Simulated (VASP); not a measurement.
A run of VASP 6.6.1:

Contents of INCAR:

```
SYSTEM = Rh
PREC = Accurate
ENCUT = 520
EDIFF = 1E-6
ISMEAR = 0
SIGMA = 0.15
LREAL = .FALSE.
LASPH = .TRUE.
NELM = 80
ALGO = Fast
ISIF = 2
LWAVE = .FALSE.
LCHARG = .FALSE.
GGA = PS
NBANDS = 22
```

The input KPOINTS:

```
regular mesh
0
G
  24 24 14
  0 0 0
```

File POSCAR:

```
Rh
1.0
    2.7962855282      0.0000000000      0.0000000000
   -1.3981427641      2.4216543036      0.0000000000
    0.0000000000      0.0000000000      4.6753418632
Rh
2
Direct
    0.6666666667      0.3333333333      0.7500000000
    0.3333333333      0.6666666667      0.2500000000
```

Potentials or basis: VASP PAW PBE potentials, release 64 (Rh_pv).

The run is started by

```bash
$ cat potpaw_PBE.64/Rh_pv/POTCAR > POTCAR
$ mpirun -np 1 vasp_std > vasp.out
```

Hardware: 1 thread of Intel(R) Xeon(R) Platinum 8559C (Emerald Rapids) (shared host).

Problem. How long does it take, and how much memory?

Solution. It took 2.1 min on 1 thread of Intel(R) Xeon(R) Platinum 8559C (Emerald Rapids), on a shared host, peak memory 0.35 GiB. Counts: scf iterations 12, k points 488.
